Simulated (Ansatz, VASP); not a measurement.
**Two plane-wave programs on Pt**

```xyz
1
Lattice="0.0000 1.9457 1.9457 1.9457 0.0000 1.9457 1.9457 1.9457 0.0000" Properties=species:S:1:pos:R:3 pbc="T T T"
Pt    0.0000    0.0000    0.0000
```

Alike in both runs: task relaxation of cell and atoms; functional LDA; k mesh 18 × 18 × 18; occupations gaussian, width 0.1 eV; no spin polarisation.

|  | VASP | Ansatz |
| --- | --- | --- |
| version | VASP 6.6.1 | Ansatz 0.2.0 |
| potentials or method | VASP PAW LDA potentials, release 64 (Pt), cutoff 600 eV | scalar-relativistic, plane waves, PAW |
| valence electrons in the cell | 10 | 18 |

Ansatz gave:

| Quantity | Value |
| --- | --- |
| gap on the k mesh at the Fermi level, each at its own relaxed structure (eV) | none |
| relaxed volume (Å³/atom) | 14.76 |
| relaxed cell length with the largest relative difference (Å) | 2.753 |

**Question.** Which values does VASP return?

**Answer.** gap on the k mesh at the Fermi level, each at its own relaxed structure (eV): none; relaxed volume (Å³/atom): 14.80; relaxed cell length with the largest relative difference (Å): 2.756.

Ansatz warns that its potentials were made for another functional, while VASP's fit it. LDA's correlation is that of Perdew and Zunger in VASP and of Perdew and Wang (1992) in Ansatz. A gap of «none» marks a metal or a gap that the smearing closes. VASP's potentials hold 10 valence electrons a cell and Ansatz's 18, so a difference there can come from the potentials and not from the codes.

Neither program's run includes spin-orbit coupling.
